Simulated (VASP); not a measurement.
The system is GaSb2.

```xyz
6
Lattice="4.1031 0.0000 0.0000 0.0000 4.1031 0.0000 0.0000 0.0000 8.6108" Properties=species:S:1:pos:R:3 pbc="T T T"
Ga    2.0515    0.0000    2.4110
Ga    0.0000    2.0515    6.1998
Sb    0.0000    0.0000    0.0000
Sb    2.0515    2.0515    0.0000
Sb    2.0515    0.0000    5.5109
Sb    0.0000    2.0515    3.0999
```

```yaml
Program: VASP 6.6.1
Task: relaxation of cell and atoms
Functional: PBE
Potentials_or_basis: VASP PAW PBE potentials, release 64 (Ga_d, Sb)
Cutoff: 600 eV
k_mesh: 4 × 4 × 2
Occupations: gaussian, width 0.1 eV
Spin: no spin polarisation
```

At the start: pressure 4.5 GPa; volume 24.16 Å³/atom.

Task: How do energy, volume and symmetry change on relaxing?

Result: Over 42 steps the energy falls by 105.7 meV/atom and the volume is 26.70 Å³/atom (+10.5 %); space group P4/nmm (No. 129, to 0.1 Å) before and after.

The path:
```tsv
step	energy change (eV)	largest force (eV/Å)	pressure (GPa)	volume (Å³)
1	0.0000	0.4220	4.47	144.96
3	-0.1632	0.3688	-0.28	156.71
5	-0.2666	0.2763	0.00	155.80
7	-0.3687	0.5798	0.20	154.36
9	-0.3879	0.5787	0.06	154.73
11	-0.4437	0.1720	-0.91	157.70
13	-0.4682	0.1888	-0.07	154.77
15	-0.4764	0.2080	0.07	154.35
17	-0.4863	0.1462	-0.14	155.03
19	-0.4971	0.2258	0.40	154.16
21	-0.5057	0.1403	0.07	155.11
23	-0.5151	0.0826	-0.45	158.04
25	-0.5263	0.0071	-1.01	162.06
27	-0.5328	0.0552	-1.04	162.67
29	-0.5421	0.1392	-1.01	163.30
31	-0.5814	0.1691	-0.57	161.68
33	-0.5793	0.2931	2.00	155.13
35	-0.6184	0.2449	0.62	158.28
37	-0.6292	0.1371	0.01	160.20
39	-0.6306	0.1123	-0.05	160.32
41	-0.6337	0.0172	-0.15	160.16
42	-0.6340	0.0140	-0.14	160.20
```

Final structure:
```
Ga Sb
1.0
     4.29249    0.00000    0.00000
     0.00000    4.29249    0.00000
     0.00000    0.00000    8.69445
Ga Sb
2 4
Direct
  0.50000 0.00000 0.35399
  0.00000 0.50000 0.64601
  0.00000 0.00000 0.00000
  0.50000 0.50000 0.00000
  0.50000 0.00000 0.69542
  0.00000 0.50000 0.30458
```

Caveat: the k points lie up to 0.37 Å⁻¹ apart in the final cell, too coarse for converged energies and pressures of a metal.
